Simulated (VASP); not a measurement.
# NaGeF3 (P4/mmm) in VASP: further runs, part 2 of 2

VASP 6.6.1. Earlier steps stand in the parts before.

**4. Single point, r2SCAN (epitaxial xy strain +2.0%)**

File POSCAR:

```
NaGeF3
1.0
    4.4345959620      0.0000000000      0.0000000000
    0.0000000000      4.4345959620      0.0000000000
    0.0000000000      0.0000000000      4.3021323748
Na Ge F
1 1 3
Direct
    0.0000000000      0.0000000000      0.0000000000
    0.5000000000      0.5000000000      0.5000000000
    0.5000000000      0.5000000000      0.0000000000
    0.5000000000      0.0000000000      0.5000000000
    0.0000000000      0.5000000000      0.5000000000
```

File INCAR.step1:

```
  PREC = Accurate
  ENCUT = 520
  ISMEAR = 0
  SIGMA = 0.01
  LREAL = False
  LASPH = True
  NELM = 60
  NBANDS = 29
  GGA = PE
  ALGO = Normal
  EDIFF = 1E-4
  LWAVE = True
  LCHARG = False
```

File INCAR.step2:

```
  PREC = Accurate
  ENCUT = 520
  EDIFF = 1E-7
  ISMEAR = 0
  SIGMA = 0.01
  LREAL = False
  LASPH = True
  NELM = 60
  ALGO = Normal
  ISIF = 2
  LWAVE = False
  LCHARG = False
  METAGGA = R2SCAN
  LMIXTAU = True
  NBANDS = 29
  ISTART = 1
```

File KPOINTS:

```
Automatic mesh
0
Gamma
  6 6 6
```

Potentials or basis: VASP PAW PBE potentials, release 64 (Na_pv, Ge_d, F).

Command:

```sh
$ cat potpaw_PBE.64/Na_pv/POTCAR potpaw_PBE.64/Ge_d/POTCAR potpaw_PBE.64/F/POTCAR > POTCAR
$ cp INCAR.step1 INCAR
$ mpirun -np 1 vasp_std > vasp.out
$ cp INCAR.step2 INCAR
$ mpirun -np 1 vasp_std > vasp.out
```

OUTCAR:

```text
PREC = Accurate
   ENCUT = 520
   EDIFF = 1E-7
   ISMEAR = 0
   LREAL = False
   LASPH = True
   NELM = 60
   ISIF = 2
   METAGGA = R2SCAN
   ISTART = 1

 ion  position               nearest neighbor table
   1  0.000  0.000  0.000-
   2  0.500  0.500  0.500-   3 2.15   3 2.15   5 2.22   4 2.22   4 2.22   5 2.22
   3  0.500  0.500  0.000-   2 2.15   2 2.15
   4  0.500  0.000  0.500-   2 2.22   2 2.22
   5  0.000  0.500  0.500-   2 2.22   2 2.22

  LATTYP: Found a simple tetragonal cell.
 ALAT       =     4.4345959620
 C/A-ratio  =     0.9701295026

  Lattice vectors:

 A1 = (   4.4345959620,   0.0000000000,   0.0000000000)
 A2 = (   0.0000000000,   4.4345959620,   0.0000000000)
 A3 = (   0.0000000000,   0.0000000000,   4.3021323748)

Analysis of symmetry for initial positions (statically):
=====================================================================
 Subroutine PRICEL returns:
 Original cell was already a primitive cell.

 Routine SETGRP: Setting up the symmetry group for a
 simple tetragonal supercell.

 Subroutine GETGRP returns: Found 16 space group operations
 (whereof 16 operations were pure point group operations)
 out of a pool of 16 trial point group operations.

The static configuration has the point symmetry D_4h.

Analysis of symmetry for dynamics (positions and initial velocities):
=====================================================================
 Subroutine PRICEL returns:
 Original cell was already a primitive cell.

 Routine SETGRP: Setting up the symmetry group for a
 simple tetragonal supercell.

 Subroutine GETGRP returns: Found 16 space group operations
 (whereof 16 operations were pure point group operations)
 out of a pool of 16 trial point group operations.

The dynamic configuration has the point symmetry D_4h.

 Subroutine INISYM returns: Found 16 space group operations
 (whereof 16 operations are pure point group operations),
 and found     1 'primitive' translations

----------------------------------------------------------------------------------------

                                     Primitive cell

  volume of cell :      84.6042

  direct lattice vectors                    reciprocal lattice vectors
     4.434595962  0.000000000  0.000000000     0.225499687  0.000000000  0.000000000
     0.000000000  4.434595962  0.000000000     0.000000000  0.225499687  0.000000000
     0.000000000  0.000000000  4.302132375     0.000000000  0.000000000  0.232442871

  length of vectors
     4.434595962  4.434595962  4.302132375     0.225499687  0.225499687  0.232442871

  position of ions in fractional coordinates (direct lattice)
     0.000000000  0.000000000  0.000000000
     0.500000000  0.500000000  0.500000000
     0.500000000  0.500000000  0.000000000
     0.500000000  0.000000000  0.500000000
     0.000000000  0.500000000  0.500000000

  ion indices of the primitive-cell ions
   primitive index   ion index
                 1           1
                 2           2
                 3           3
                 4           4
                 5           5

----------------------------------------------------------------------------------------

 KPOINTS: Automatic mesh

Automatic generation of k-mesh.
 Grid dimensions read from file:
 generate k-points for:    6    6    6

 Generating k-lattice:

  Cartesian coordinates                     Fractional coordinates (reciprocal lattice)
     0.037583281  0.000000000  0.000000000     0.166666667  0.000000000  0.000000000
     0.000000000  0.037583281  0.000000000     0.000000000  0.166666667  0.000000000
     0.000000000  0.000000000  0.038740478     0.000000000  0.000000000  0.166666667

  Length of vectors
     0.037583281  0.037583281  0.038740478

  Shift w.r.t. Gamma in fractional coordinates (k-lattice)
     0.000000000  0.000000000  0.000000000

 Subroutine IBZKPT returns following result:
 ===========================================

 Found     40 irreducible k-points:

 Following reciprocal coordinates:
            Coordinates               Weight
  0.000000  0.000000  0.000000      1.000000
  0.166667  0.000000  0.000000      4.000000
  0.333333  0.000000  0.000000      4.000000
  0.500000  0.000000  0.000000      2.000000
  0.166667  0.166667  0.000000      4.000000
  0.333333  0.166667  0.000000      8.000000
[... 16 lines left out ...]
  0.333333  0.000000  0.333333      8.000000
  0.500000  0.000000  0.333333      4.000000
 [... further k-points ...]
   k-points           NKPTS =     40   k-points in BZ     NKDIM =     40   number of bands    NBANDS=     29
   number of dos      NEDOS =    301   number of ions     NIONS =      5
   total plane-waves  NPLWV =  41472
   dimension x,y,z NGX =    36 NGY =   36 NGZ =   32
   dimension x,y,z NGXF=    72 NGYF=   72 NGZF=   64
   ions per type =               1   1   3
   NGX,Y,Z   is equivalent  to a cutoff of  13.50, 13.50, 12.37 a.u.
   NGXF,Y,Z  is equivalent  to a cutoff of  26.99, 26.99, 24.73 a.u.
 SYSTEM =  unknown system
   PREC   = accura    normal or accurate (medium, high low for compatibility)
   ISTART =      1    job   : 0-new  1-cont  2-samecut
   ICHARG =      0    charge: 1-file 2-atom 10-const
   ISPIN  =      1    spin polarized calculation?
   LNONCOLLINEAR =      F non collinear calculations
   LSORBIT =      F    spin-orbit coupling
   LASPH  =      T    aspherical Exc in radial PAW
   ENCUT  =  520.0 eV  38.22 Ry    6.18 a.u.   8.25  8.25  8.00*2*pi/ulx,y,z
   NELM   =     60;   NELMIN=  2; NELMDL=  0     # of ELM steps
   EDIFF  = 0.1E-06   stopping-criterion for ELM
   LREAL  =      F    real-space projection
   EDIFFG = 0.1E-05   stopping-criterion for IOM
   NSW    =      0    number of steps for IOM
   IBRION =     -1    ionic relax: 0-MD 1-quasi-New 2-CG
   NFREE  =      0    steps in history (QN), initial steepest desc. (CG)
   ISIF   =      2    stress and relaxation
   ISYM   =      2    0-nonsym 1-usesym 2-fastsym
   POTIM  = 0.5000    time-step for ionic-motion
   TEBEG  =    0.0;   TEEND  =   0.0 temperature during run
   PSTRESS=    0.0 pullay stress
   NELECT =      42.0000    total number of electrons
   NUPDOWN=      -1.0000    fix difference up-down
   EMIN   =  10.00;   EMAX   =-10.00  energy-range for DOS
   EFERMI =   0.00;   METHOD = LEGACY
   ISMEAR =     0;   SIGMA  =   0.01  broadening in eV -4-tet -1-fermi 0-gaus
   EFERMI_NEDOS =   21; number of points for ismear=-14 and -15
   IALGO  =     38    algorithm
   IMIX   =      4    mixing-type and parameters
     AMIX     =   0.40;   BMIX     =  1.00
     AMIX_MAG =   1.60;   BMIX_MAG =  1.00
  volume/ion in A,a.u.               =      16.92       114.19
  Fermi-wavevector in a.u.,A,eV,Ry     =   1.296266  2.449587 22.861928  1.680304
  Thomas-Fermi vector in A             =   2.427733
   LORBIT       =      0    0 simple, 1 ext, 2 COOP (PROOUT), +10 PAW based schemes
   METAGGA = R2SCAN    functional components
   LHFCALC =     F    Hartree Fock is set to
   AEXX    =    0.0000 exact exchange contribution
   IVDW    =     0    specifies the selected vdW correction
   LEPSILON=     F    determine dielectric tensor
   LRPA    =     F    only Hartree local field effects (RPA)
 non-spin polarized calculation
 Gauss-broadening in eV      SIGMA  =   0.01
  energy-cutoff  :      520.00
  volume of cell :       84.60
 maximum number of plane-waves:      2304
 NGX is ok and might be reduce to    36
   NGX = 17   NGY = 17   NGZ = 15

 number of electron      41.9999941 magnetization

 Free energy of the ion-electron system (eV)
  ---------------------------------------------------
  ext. energy  EPLUGINS =         0.00000000
  ---------------------------------------------------
  free energy    TOTEN  =       -37.75274058 eV

  energy without entropy =      -37.75274058  energy(sigma->0) =      -37.75274058

 E-fermi :   2.3663     XC(G=0):  -8.8586

 val. band max:        2.3251002825   @ k =   0.5000   0.5000   0.5000
 cond. band min:       4.2407178530   @ k =   0.0000   0.0000   0.0000
 fundamental gap:      1.9156175705
 Fermi energy:         2.3663110971

 k-point     1 :       0.0000    0.0000    0.0000
  band No.  band energies     occupation
      1     -24.3359      2.00000
      2     -24.3359      2.00000
      3     -24.3339      2.00000
      4     -24.3205      2.00000
      5     -24.1759      2.00000
      6     -23.8524      2.00000
[... 757 lines left out ...]
     28      10.9705      0.00000
     29      12.8828      0.00000

 [... further k-points ...]
[... 5 lines left out ...]
  --------------------------------------------------------------------------------------
  -------------------------------------------------------------------------------------
  Total       -1.2469694     -1.2469694     -0.1029628      0.0000000      0.0000000      0.0000000
  in kB      -23.6142692    -23.6142692     -1.9498405      0.0000000      0.0000000      0.0000000
  external PRESSURE =     -16.3927929 kB  Pullay stress =       0.0000000 kB

 VOLUME and BASIS-vectors are now :
 -----------------------------------------------------------------------------
  energy-cutoff  :      520.00
  volume of cell :       84.60
      direct lattice vectors                 reciprocal lattice vectors
     4.434595962  0.000000000  0.000000000     0.225499687  0.000000000  0.000000000
     0.000000000  4.434595962  0.000000000     0.000000000  0.225499687  0.000000000
     0.000000000  0.000000000  4.302132375     0.000000000  0.000000000  0.232442871

 POSITION                                       TOTAL-FORCE (eV/Angst)
 -----------------------------------------------------------------------------------
      0.00000      0.00000      0.00000         0.000000      0.000000      0.000000
      2.21730      2.21730      2.15107         0.000000      0.000000      0.000000
      2.21730      2.21730      0.00000         0.000000      0.000000      0.000000
      2.21730      0.00000      2.15107         0.000000      0.000000      0.000000
      0.00000      2.21730      2.15107         0.000000      0.000000      0.000000
 -----------------------------------------------------------------------------------
    total drift:                                0.000000      0.000000      0.000000

  FREE ENERGIE OF THE ION-ELECTRON SYSTEM (eV)
  ---------------------------------------------------
  free  energy   TOTEN  =       -37.7527405837 eV

  energy  without entropy=      -37.7527405837  energy(sigma->0) =      -37.75274058
```

Run time: 2.1 min. Hardware: 1 thread of Intel Xeon 6975P-C (Granite Rapids), shared host; peak memory 0.26 GiB.

Results:

```
Free energy            : -37.7527 eV
Pressure               : -1.6 GPa
Band gap on the k mesh : 1.92 eV, indirect (least direct gap 2.17 eV)
```

Caveat: the cell differs from its parent crystal (epitaxial xy strain +2.0%); the PAW data sets were made with another functional, which shifts forces and pressure a little. A k mesh can miss the band edges.

**5. The runs side by side**

```csv
level,cell,smearing,gap on the mesh (eV),pressure (GPa)
PBE,"a = 4.435, b = 4.435, c = 4.302 Å, 5 atoms",fermi-dirac 0.02 eV,1.51,0.4
r2SCAN,"a = 4.174, b = 4.348, c = 4.348 Å, 5 atoms",gaussian 0.01 eV,1.34,2.5
r2SCAN,"a = 4.435, b = 4.435, c = 4.302 Å, 5 atoms",gaussian 0.01 eV,1.92,-1.6
```

Alike in all rows: task single point; potentials or basis VASP PAW PBE potentials, release 64 (Na_pv, Ge_d, F); no spin polarisation; k mesh 6 × 6 × 6; cutoff (eV) 520.

Caveats: the PAW data sets were made with another functional, which shifts forces and pressure a little (some runs).

Absolute energies hang on the potentials; compare differences alone.
